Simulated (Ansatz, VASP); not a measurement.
This is a calculation of Sn3Se for Ansatz 0.2.0.

File input.yaml:

```yaml
crystal:
  lattice:
    - [4.741879, 0.0, 0.0]
    - [0.0, 4.741879, 0.0]
    - [0.0, 0.0, 4.741879]
  atoms:
    - { symbol: Sn, position: [0.5, 0.5, 0.0] }
    - { symbol: Sn, position: [0.5, 0.0, 0.5] }
    - { symbol: Sn, position: [0.0, 0.5, 0.5] }
    - { symbol: Se, position: [0.0, 0.0, 0.0] }
hamiltonian:
  xc: { exchange: pbe, correlation: pbe, exx: { coeff: 0.25 } }
  pseudopotentials: { kind: paw }
kpoints:
  mp_grid: { grid: [3, 3, 3] }
scf:
  occupations: { method: fermi_dirac, width: 0.05 }
output:
  forces: true
  stress: true
  eigenvalues: true
```

Potentials or basis: Ansatz PAW.

Run with:

```sh
$ ansatz run input.yaml --threads 2 --pin off --max-ram 5632MiB --backend cpu --events-out ev --progress --plain --runs-dir out
```

Q: Set up the same calculation for VASP 6.6.1. Potentials there: VASP PAW PBE potentials, release 64 (Sn_d, Se).

A: As run (the cutoff follows the program's own potentials):

The input POSCAR:

```
Sn3Se
1.0
    4.7418790000      0.0000000000      0.0000000000
    0.0000000000      4.7418790000      0.0000000000
    0.0000000000      0.0000000000      4.7418790000
Sn Se
3 1
Direct
    0.5000000000      0.5000000000      0.0000000000
    0.5000000000      0.0000000000      0.5000000000
    0.0000000000      0.5000000000      0.5000000000
    0.0000000000      0.0000000000      0.0000000000
```

File INCAR.step1:

```
PREC = Accurate ; ENCUT = 520
EDIFF = 1E-5 ; ISMEAR = -1
SIGMA = 0.05 ; LREAL = F
LASPH = T ; NELM = 60
ALGO = Normal ; ISIF = 2
LWAVE = T ; LCHARG = F
GGA = PE ; NBANDS = 32
```

The input INCAR.step2:

```
PREC = Accurate ; ENCUT = 520
EDIFF = 1E-7 ; ISMEAR = -1
SIGMA = 0.05 ; LREAL = F
LASPH = T ; NELM = 60
ALGO = Normal ; ISIF = 2
LWAVE = F ; LCHARG = F
GGA = PE ; LHFCALC = T
AEXX = 0.25 ; PRECFOCK = Normal
ISTART = 1 ; NBANDS = 32
```

Contents of KPOINTS:

```
regular mesh
0
Gamma
  3 3 3
```

Potentials or basis: VASP PAW PBE potentials, release 64 (Sn_d, Se).

Command:

```console
$ cat potpaw_PBE.64/Sn_d/POTCAR potpaw_PBE.64/Se/POTCAR > POTCAR
$ cp INCAR.step1 INCAR
$ mpirun -np 1 vasp_std > vasp.out
$ cp INCAR.step2 INCAR
$ mpirun -np 1 vasp_std > vasp.out
```

Both were run:

|  | VASP | Ansatz | Ansatz less VASP |
| --- | --- | --- | --- |
| gap on the k mesh at the Fermi level (eV) | none | none | - |
| pressure (GPa) | -2.0 | -1.8 | +0.21 |

VASP's potentials were made for PBE, not for PBE-based global hybrid. A gap of «none» marks a metal or a gap that the smearing closes. VASP's potentials hold 48 valence electrons a cell and Ansatz's 58, so a difference there can come from the potentials and not from the codes.

The k mesh is coarse, so the values compare programs but aren't converged.
